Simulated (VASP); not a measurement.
Wanted: the native input for a VASP 6.6.1 run.

```yaml
Task: single point
Functional: PBE
Potentials_or_basis: VASP PAW PBE potentials, release 64 (Si, O, Cu)
Cutoff: 520 eV
k_mesh: 1 × 1 × 1
Occupations: fermi-dirac, width 0.01 eV
Spin: collinear spin
Starting_moments: "[0.0, 0.0, 0.0, 0.0, 0.0, 0.0, 0.0, 0.0, 0.05, 0.0, 0.01, 0.01, 0.01, 0.0, 0.01, 0.01, 0.01, 0.01, 0.01, 0.01, 0.0, 0.05, 0.01, 0.01, 0.18] μB"
Fixed_moment: 1 μB
Dipole_correction: no
Further_INCAR_settings: ALGO = Normal; EDIFF = 1e-06; NBANDS = 92
```

The structure of CuSi8O16 (a cell with a defect) lies in POSCAR:

```
CuSi8O16
1.0
    0.0000000000      5.0813926900      7.0944098900
    5.0813926900      0.0000000000      7.0944098900
    5.0813926900      5.0813926900      0.0000000000
Si O Cu
8 16 1
Direct
    0.2523274502      0.2490171373      0.4516169639
    0.7505357125      0.7492441374      0.9558824939
    0.0814689569      0.6704771644      0.1201800914
    0.5772906972      0.1671070867      0.6282459290
    0.4205545128      0.8290929050      0.3741045987
    0.9203698934      0.3306603033      0.8776493816
    0.0056306561     -0.0067663390      0.2922036371
    0.5022476189      0.4985397771      0.7941141075
    0.0953665443      0.2333362000      0.6727384297
    0.5932901555      0.7314841592      0.1712718921
    0.4856873756      0.3385954176      0.7550407839
    0.9822194648      0.8403746904      0.2528281654
    0.4136021878      0.2633506630      0.4901282027
    0.9114998946      0.7663164685      0.9895273610
    0.2128067242      0.8567543975      0.3867696490
    0.7049234369      0.3698345934      0.8948354276
    0.0180673490      0.1563670323      0.0801346658
    0.5133030008      0.6642134001      0.5828403874
    0.3824792364      0.0434881163      0.3569076264
    0.8820699667      0.5448002250      0.8589633562
    0.2958308647      0.6310133834      0.9618581961
    0.7990241883      0.1198391281      0.4696927547
    0.1232057941      0.4556034463      0.2819034201
    0.6143832282      0.9547897084      0.7889820370
   -0.1171842580      0.3039792164      0.4693137054
```

These files were run (other wordings do the same):

INCAR

```
PREC = Accurate
ENCUT = 520
EDIFF = 1E-6
ISMEAR = -1
SIGMA = 0.01
LREAL = F
LASPH = T
NELM = 200
ALGO = Normal
ISIF = 2
LWAVE = F
LCHARG = F
ISPIN = 2
MAGMOM = 0 0 0 0 0 0 0 0 0.05 0 0.01 0.01 0.01 0 0.01 0.01 0.01 0.01 0.01 0.01 0 0.05 0.01 0.01 0.18
LORBIT = 11
NUPDOWN = 1.0
LMAXMIX = 4
GGA = PE
NBANDS = 92
GGA_COMPAT = F
```

KPOINTS

```
regular mesh
0
Gamma
  1 1 1
```

Potentials or basis: VASP PAW PBE potentials, release 64 (Si, O, Cu).

The run is started by

```sh
$ cat potpaw_PBE.64/Si/POTCAR potpaw_PBE.64/O/POTCAR potpaw_PBE.64/Cu/POTCAR > POTCAR
$ mpirun -np 1 vasp_gam > vasp.out
```

Results of the run:

```json
{
 "Pressure": "1.2 GPa",
 "Largest force": "0.228 eV/Å",
 "Net moment": "1.00 μB per cell",
 "Site moments": "Si +0.00, +0.01 (each value once); O +0.03, +0.01, +0.00, +0.04, +0.02 (each value once); Cu +0.26 μB",
 "Valence electrons inside the program's atomic spheres": "Si 1.60, 1.61, 1.62 (each value once); O 5.22, 5.24, 5.23, 5.21 (each value once); Cu 9.85"
}
```

Caveat: the k points lie up to 0.98 Å⁻¹ apart; the total moment is fixed, so each spin has its own Fermi level.

Wall time 4.2 min on 1 thread of Intel Xeon 8259CL, on a shared host, peak memory 0.77 GiB.
